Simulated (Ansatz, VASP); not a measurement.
# One calculation of K2S, two programs

The input INCAR:

```
SYSTEM = K2S
ALGO     = Normal         ! electronic algorithm
EDIFF    = 1E-6           ! SCF threshold, eV
ENCUT    = 500            ! plane-wave cutoff, eV
GGA      = PE             ! functional
GGA_COMPAT= .FALSE.      
ISIF     = 2              ! what is computed and relaxed
ISMEAR   = 0              ! smearing method
LASPH    = .TRUE.         ! aspherical terms in the spheres
LCHARG   = .TRUE.         ! write CHGCAR
LELF     = .TRUE.         ! ELF
LREAL    = .FALSE.        ! projectors in reciprocal space
LVHAR    = .TRUE.       
LWAVE    = .FALSE.        ! write WAVECAR
NBANDS   = 19             ! bands
NELM     = 120            ! most SCF steps
PREC     = Accurate       ! precision mode
SIGMA    = 0.01           ! smearing width, eV
```

The input KPOINTS:

```
k-points
0
G
  6 6 6
  0 0 0
```

File POSCAR:

```
K2S
1.0
    0.0000000000      3.7294923808      3.7294923808
    3.7294923808      0.0000000000      3.7294923808
    3.7294923808      3.7294923808      0.0000000000
S K
1 2
Direct
    0.0000000000      0.0000000000      0.0000000000
    0.2500000000      0.2500000000      0.2500000000
    0.7500000000      0.7500000000      0.7500000000
```

Input for Ansatz:

```yaml
crystal:
  lattice:
    - [0.0, 3.7294923808, 3.7294923808]
    - [3.7294923808, 0.0, 3.7294923808]
    - [3.7294923808, 3.7294923808, 0.0]
  atoms:
    - { symbol: S, position: [0.0, 0.0, 0.0] }
    - { symbol: K, position: [0.25, 0.25, 0.25] }
    - { symbol: K, position: [0.75, 0.75, 0.75] }
kpoints:
  mp_grid: { grid: [6, 6, 6] }
hamiltonian:
  xc: pbe
scf:
  occupations: { method: fixed }
  n_extra_bands: 4
output:
  forces: true
  stress: true
  eigenvalues: true
```

Alike in both runs: task single point; functional PBE; k mesh 6 × 6 × 6; no spin polarisation.

|  | VASP | Ansatz |
| --- | --- | --- |
| version | VASP 6.6.1 | Ansatz 0.2.0 |
| potentials or method | VASP PAW PBE potentials, release 64 (S, K_sv) | plane waves, PAW |
| plane-wave cutoff (eV) | 500 | 420 |
| occupations | gaussian, width 0.01 eV | fixed |
| valence electrons in the cell | 24 | 24 |

Ansatz gave:

| Item | Value |
| --- | --- |
| gap on the k mesh at the Fermi level (eV) | 2.33 |
| pressure (GPa) | 0.0 |

Question: What did VASP give for the same quantities?

Answer: gap on the k mesh at the Fermi level (eV): 2.32; pressure (GPa): 0.1.
